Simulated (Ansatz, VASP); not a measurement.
GaAs: VASP beside Ansatz

```xyz
2
Lattice="0.0000 2.9682 2.8975 2.9682 0.0000 2.8975 2.9682 2.9682 0.0000" Properties=species:S:1:pos:R:3 pbc="T T T"
Ga    0.0000    0.0000    0.0000
As    4.4523    4.4523    4.3463
```

Change from the starting cell: strain +0.050 along x and y, +0.025 along z, atoms carried along.

Alike in both runs: task single point; functional PBE; k mesh 10 × 10 × 10; occupations gaussian, width 0.05 eV; no spin polarisation.

```csv
,VASP,Ansatz
version,VASP 6.6.1,Ansatz 0.2.0
potentials or method,"VASP PAW PBE potentials, release 64 (Ga_d, As), cutoff 520 eV","scalar-relativistic, plane waves, PAW"
valence electrons in the cell,18,28
```

|  | VASP | Ansatz | Ansatz less VASP |
| --- | --- | --- | --- |
| gap on the k mesh at the Fermi level (eV) | 0.12 | 0.12 | 0.000 |
| least direct gap on the mesh (eV) | 0.12 | 0.12 | 0.000 |
| pressure (GPa) | -3.6 | -3.8 | -0.11 |
| traceless stress, the component that is largest in VASP (GPa) | 0.83 | 0.84 | +0.001 |

The functional is the same, so the differences come from potentials, cutoffs and numerics. VASP's potentials hold 18 valence electrons a cell and Ansatz's 28, so a difference there can come from the potentials and not from the codes.
